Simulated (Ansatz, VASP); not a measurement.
One calculation of MoN2, two programs

```
CELL_PARAMETERS angstrom
4.57658 0.00000 0.00000
0.00000 4.08954 0.00000
0.00000 0.00000 2.75189
ATOMIC_POSITIONS crystal
Mo 0.50000 0.50000 0.00000
Mo 0.00000 0.00000 0.00000
N 0.88790 0.38790 0.50000
N 0.11210 0.61210 0.50000
N 0.38790 0.11210 0.50000
N 0.61210 0.88790 0.50000
```

Change from the starting cell: strain +0.0562 x Voigt [1, -1, 0, 0, 0, 0], atoms carried along.

Alike in both runs: task single point; functional PBE; k mesh 12 × 12 × 18; occupations gaussian, width 0.15 eV; no spin polarisation.

|  | VASP | Ansatz |
| --- | --- | --- |
| version | VASP 6.6.1 | Ansatz 0.2.0 |
| potentials or method | VASP PAW PBE potentials, release 64 (Mo_sv, N), cutoff 520 eV | scalar-relativistic, plane waves, PAW |
| valence electrons in the cell | 48 | 48 |

VASP gave:

```
gap on the k mesh at the Fermi level (eV)                     : none
pressure (GPa)                                                : 4.8
traceless stress, the component that is largest in VASP (GPa) : -30.04
rms of the force components (eV/Å)                            : 0.283
```

Problem. What did Ansatz give for the same quantities?

Solution. gap on the k mesh at the Fermi level (eV): none; pressure (GPa): 4.2; traceless stress, the component that is largest in VASP (GPa): -30.06; rms of the force components (eV/Å): 0.294.

Atom by atom the forces differ by 0.040 eV/Å (rms over components). A gap of «none» marks a metal or a gap that the smearing closes.
